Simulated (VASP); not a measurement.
# SnO2 (fluorite type) (Fm-3m) in VASP: a series of runs, part 2 of 2

VASP 6.6.1. The steps go on from the part before.

**3. Single point, PBE**

This run uses another cell than the first one, of 12.02 Å³/atom.

INCAR

```
SYSTEM = SnO2
  ALGO = Normal
  EDIFF = 1E-6
  ENCUT = 520
  GGA = PE
  ISIF = 2
  ISMEAR = -1
  LASPH = .True.
  LCHARG = .False.
  LREAL = .False.
  LWAVE = .False.
  NBANDS = 20
  NELM = 100
  PREC = Accurate
  SIGMA = 0.06122561905347299
```

KPOINTS

```
k-points
0
Gamma
  37 37 37
  0 0 0
```

POSCAR

```
SnO2
1.0
    0.0000000000      2.6218760949      2.6218760949
    2.6218760949      0.0000000000      2.6218760949
    2.6218760949      2.6218760949      0.0000000000
Sn O
1 2
Direct
    0.0000000000      0.0000000000      0.0000000000
    0.2500000000      0.2500000000      0.2500000000
    0.7500000000      0.7500000000      0.7500000000
```

Potentials or basis: VASP PAW PBE potentials, release 64 (Sn_d, O).

Run with:

```console
$ cat potpaw_PBE.64/Sn_d/POTCAR potpaw_PBE.64/O/POTCAR > POTCAR
$ mpirun -np 1 vasp_std > vasp.out
```

OUTCAR:

```text
SYSTEM = SnO2
   EDIFF = 1E-6
   ENCUT = 520
   GGA = PE
   ISIF = 2
   ISMEAR = -1
   LASPH = .True.
   LREAL = .False.
   NELM = 100
   PREC = Accurate

 ion  position               nearest neighbor table
   1  0.000  0.000  0.000-   3 2.27   3 2.27   3 2.27   2 2.27   3 2.27   2 2.27   2 2.27   2 2.27

   2  0.250  0.250  0.250-   1 2.27   1 2.27   1 2.27   1 2.27
   3  0.750  0.750  0.750-   1 2.27   1 2.27   1 2.27   1 2.27

  LATTYP: Found a face centered cubic cell.
 ALAT       =     5.2437521898

  Lattice vectors:

 A1 = (   0.0000000000,   2.6218760949,   2.6218760949)
 A2 = (   2.6218760949,   0.0000000000,   2.6218760949)
 A3 = (   2.6218760949,   2.6218760949,   0.0000000000)

Analysis of symmetry for initial positions (statically):
=====================================================================
 Subroutine PRICEL returns:
 Original cell was already a primitive cell.

 Routine SETGRP: Setting up the symmetry group for a
 face centered cubic supercell.

 Subroutine GETGRP returns: Found 48 space group operations
 (whereof 48 operations were pure point group operations)
 out of a pool of 48 trial point group operations.

The static configuration has the point symmetry O_h .

Analysis of symmetry for dynamics (positions and initial velocities):
=====================================================================
 Subroutine PRICEL returns:
 Original cell was already a primitive cell.

 Routine SETGRP: Setting up the symmetry group for a
 face centered cubic supercell.

 Subroutine GETGRP returns: Found 48 space group operations
 (whereof 48 operations were pure point group operations)
 out of a pool of 48 trial point group operations.

The dynamic configuration has the point symmetry O_h .

 Subroutine INISYM returns: Found 48 space group operations
 (whereof 48 operations are pure point group operations),
 and found     1 'primitive' translations

[... 107 lines left out ...]
   NELECT =      26.0000    total number of electrons
   NUPDOWN=      -1.0000    fix difference up-down
   EMIN   =  10.00;   EMAX   =-10.00  energy-range for DOS
   EFERMI =   0.00;   METHOD = LEGACY
   ISMEAR =    -1;   SIGMA  =   0.06  broadening in eV -4-tet -1-fermi 0-gaus
   EFERMI_NEDOS =   21; number of points for ismear=-14 and -15
   IALGO  =     38    algorithm
   IMIX   =      4    mixing-type and parameters
     AMIX     =   0.40;   BMIX     =  1.00
     AMIX_MAG =   1.60;   BMIX_MAG =  1.00
  volume/ion in A,a.u.               =      12.02        81.09
  Fermi-wavevector in a.u.,A,eV,Ry     =   1.468173  2.774444 29.327777  2.155531
  Thomas-Fermi vector in A             =   2.583702
   LORBIT       =      0    0 simple, 1 ext, 2 COOP (PROOUT), +10 PAW based schemes
   GGA     = PE    functional components
[... 5 lines left out ...]
 non-spin polarized calculation
  energy-cutoff  :      520.00
  volume of cell :       36.05
 maximum number of plane-waves:       986
   NGX = 13   NGY = 13   NGZ = 13

 number of electron      26.0000015 magnetization

 Free energy of the ion-electron system (eV)
  ---------------------------------------------------
  ext. energy  EPLUGINS =         0.00000000
  ---------------------------------------------------
  free energy    TOTEN  =       -17.86325957 eV

  energy without entropy =      -17.86145900  energy(sigma->0) =      -17.86235928

 E-fermi :   6.7590     XC(G=0): -11.3676

 val. band max:        6.6696424719   @ k =   0.0811   0.0541   0.0270
 cond. band min:       6.7776092179   @ k =   0.0811   0.0270   0.0000
 fundamental gap:      0.1079667460
 Fermi energy:         6.7590398141

 k-point     1 :       0.0000    0.0000    0.0000
  band No.  band energies     occupation
      1     -13.9830      2.00000
      2     -13.9830      2.00000
      3     -13.9830      2.00000
      4     -13.8914      2.00000
      5     -13.8914      2.00000
      6     -12.2375      2.00000
[... 541 lines left out ...]
     19      21.3922      0.00000
     20      21.4624      0.00000

 [... further k-points ...]

------------------------ aborting loop because EDIFF is reached ----------------------------------------

  FORCE on cell =-STRESS in cart. coord.  units (eV):
  Direction    XX          YY          ZZ          XY          YZ          ZX
  --------------------------------------------------------------------------------------
  -------------------------------------------------------------------------------------
  Total       -2.0050988     -2.0050988     -2.0050988      0.0000000     -0.0000000      0.0000000
  in kB      -89.1209640    -89.1209640    -89.1209640      0.0000000     -0.0000000      0.0000000
  external PRESSURE =     -89.1209640 kB  Pullay stress =       0.0000000 kB

 VOLUME and BASIS-vectors are now :
 -----------------------------------------------------------------------------
  energy-cutoff  :      520.00
  volume of cell :       36.05
      direct lattice vectors                 reciprocal lattice vectors
     0.000000000  2.621876095  2.621876095    -0.190703138  0.190703138  0.190703138
     2.621876095  0.000000000  2.621876095     0.190703138 -0.190703138  0.190703138
     2.621876095  2.621876095  0.000000000     0.190703138  0.190703138 -0.190703138

 POSITION                                       TOTAL-FORCE (eV/Angst)
 -----------------------------------------------------------------------------------
      0.00000      0.00000      0.00000         0.000000     -0.000000      0.000000
      1.31094      1.31094      1.31094         0.000000     -0.000000     -0.000000
      3.93281      3.93281      3.93281        -0.000000      0.000000      0.000000
 -----------------------------------------------------------------------------------
    total drift:                                0.000000     -0.000000      0.000000

  FREE ENERGIE OF THE ION-ELECTRON SYSTEM (eV)
  ---------------------------------------------------
  free  energy   TOTEN  =       -17.8632595659 eV

  energy  without entropy=      -17.8614590034  energy(sigma->0) =      -17.86235928
```

OSZICAR:

```text
N       E                     dE             d eps       ncg     rms          rms(c)
DAV:   1     0.242495422250E+03    0.24250E+03   -0.13512E+04 57688   0.198E+03
DAV:   2     0.565909820935E+01   -0.23684E+03   -0.22473E+03 57428   0.496E+02
DAV:   3    -0.201721044726E+02   -0.25831E+02   -0.25435E+02 60796   0.136E+02
DAV:   4    -0.208985573542E+02   -0.72645E+00   -0.72580E+00 59764   0.238E+01
DAV:   5    -0.209149821673E+02   -0.16425E-01   -0.16424E-01 68072   0.373E+00    0.105E+01
DAV:   6    -0.178710809730E+02    0.30439E+01   -0.11761E+01 82644   0.580E+01    0.377E+00
DAV:   7    -0.178779767394E+02   -0.68958E-02   -0.69267E-01 56152   0.621E+00    0.190E+00
DAV:   8    -0.178655978388E+02    0.12379E-01   -0.97193E-02 60124   0.273E+00    0.410E-01
DAV:   9    -0.178625984876E+02    0.29994E-02   -0.14822E-02 83720   0.134E+00    0.883E-02
DAV:  10    -0.178632274593E+02   -0.62897E-03   -0.16519E-03 58120   0.470E-01    0.289E-02
DAV:  11    -0.178632586845E+02   -0.31225E-04   -0.90130E-05 66788   0.138E-01    0.199E-02
DAV:  12    -0.178632598209E+02   -0.11364E-05   -0.20649E-05 68196   0.387E-02    0.647E-03
DAV:  13    -0.178632595659E+02    0.25498E-06   -0.17968E-06 55296   0.103E-02
   1 F= -.17863260E+02 E0= -.17862359E+02  d E =-.180056E-02
```

Wall time 6.1 min (1 thread of Intel Xeon 6975P-C (Granite Rapids), shared host); peak memory 0.86 GiB.

What came out:

```
Free energy            : -17.8633 eV
Pressure               : -8.9 GPa
Band gap on the k mesh : zero (bands 13 and 14 overlap by 0.68 eV)
```

Levels at points of the mesh, in eV from the Fermi level:
| k point | band 10 | band 11 | band 12 | band 13 | band 14 | band 15 | band 16 | band 17 |
| --- | --- | --- | --- | --- | --- | --- | --- | --- |
| (0.00, 0.00, 0.00) | -2.79 | -1.37 | -1.37 | -1.37 | -0.85 | 6.63 | 6.63 | 6.63 |

Caveat: the cell stands under tension; semilocal functionals underestimate gaps, and a narrow one can read as zero; spin-orbit coupling is left out, which moves the levels of the heavy elements.

The gap in the log of VASP goes by the Fermi energy; the results here count the filled bands.